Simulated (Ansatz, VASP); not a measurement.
Two plane-wave programs on K

```
CELL_PARAMETERS angstrom
-2.60043 2.60043 2.60043
2.60043 -2.60043 2.60043
2.60043 2.60043 -2.60043
ATOMIC_POSITIONS crystal
K 0.00000 0.00000 0.00000
```

Change from the starting cell: volume scaled by 0.98, PAW files.

Alike in both runs: task electric field gradients; functional PBEsol; k mesh 10 × 10 × 10; occupations fermi-dirac, width 0.08 eV; no spin polarisation.

|  | VASP | Ansatz |
| --- | --- | --- |
| version | VASP 6.6.1 | Ansatz 0.2.0 |
| potentials or method | VASP PAW PBE potentials, release 64 (K_sv) | PAW with Ansatz's default frozen-core files, scalar-relativistic |
| plane-wave cutoff (eV) | 520 | 420 |
| valence electrons in the cell | 9 | 9 |

```csv
,VASP,Ansatz,Ansatz less VASP
pressure (GPa),0.0,0.0,+0.01
```

VASP's potentials were made for PBE, not for PBEsol. With one functional, cell and mesh, what is left measures potentials, basis and numerics.
